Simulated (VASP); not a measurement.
Set up this calculation in VASP 6.6.1, as the native input.

```
Task                               : single point
Functional                         : HSE06
Potentials or basis                : VASP PAW PBE potentials, release 64 (Cl, Na_pv)
Cutoff                             : 520 eV
k mesh                             : 4 × 4 × 4
Occupations                        : fermi-dirac, width 0.05 eV
Spin                               : no spin polarisation
Dipole correction                  : no
Grid for exact exchange (PRECFOCK) : Normal
Further INCAR settings             : ALGO = Normal; EDIFF = 1e-06; NBANDS = 14
Screening parameter                : 0.2079 1/Å
```

The system is NaCl.

```
Cl Na
1.0
     0.00000    2.82652    2.82652
     2.82652    0.00000    2.82652
     2.82652    2.82652    0.00000
Cl Na
1 1
Direct
  0.50000 0.50000 0.50000
  0.00000 0.00000 0.00000
```

One way to write it, as run:

POSCAR

```
NaCl
1.0
    0.0000000000      2.8265180439      2.8265180439
    2.8265180439      0.0000000000      2.8265180439
    2.8265180439      2.8265180439      0.0000000000
Cl Na
1 1
Direct
    0.5000000000      0.5000000000      0.5000000000
    0.0000000000      0.0000000000      0.0000000000
```

INCAR.step1

```
ALGO = Normal
EDIFF = 1E-5
ENCUT = 520
GGA = PE
ISIF = 2
ISMEAR = -1
LASPH = T
LREAL = F
LWAVE = T
NBANDS = 14
NELM = 60
PREC = Accurate
SIGMA = 0.05
```

INCAR.step2

```
ALGO = Normal
EDIFF = 1E-6
ENCUT = 520
GGA = PE
HFSCREEN = 0.2079
ISIF = 2
ISMEAR = -1
ISTART = 1
LASPH = T
LCHARG = T
LELF = T
LHFCALC = T
LREAL = F
LVHAR = T
LWAVE = F
NBANDS = 14
NELM = 60
PREC = Accurate
PRECFOCK = Normal
SIGMA = 0.05
```

KPOINTS

```
k-points
0
Gamma
  4 4 4
```

Potentials or basis: VASP PAW PBE potentials, release 64 (Cl, Na_pv).

Launch:

```sh
$ cat potpaw_PBE.64/Cl/POTCAR potpaw_PBE.64/Na_pv/POTCAR > POTCAR
$ cp INCAR.step1 INCAR
$ mpirun -np 1 vasp_std > vasp.out
$ cp INCAR.step2 INCAR
$ mpirun -np 1 vasp_std > vasp.out
```

Results of the run:

The pressure is 0.0 GPa and the band gap on the k mesh is 6.45 eV, direct.

Caveat: the k points lie up to 0.48 Å⁻¹ apart; the PAW data sets were made with another functional, which shifts forces and pressure a little.

Wall time 74 s on 1 thread of Intel(R) Xeon(R) Platinum 8488C (Sapphire Rapids) (shared host), peak memory 0.26 GiB.
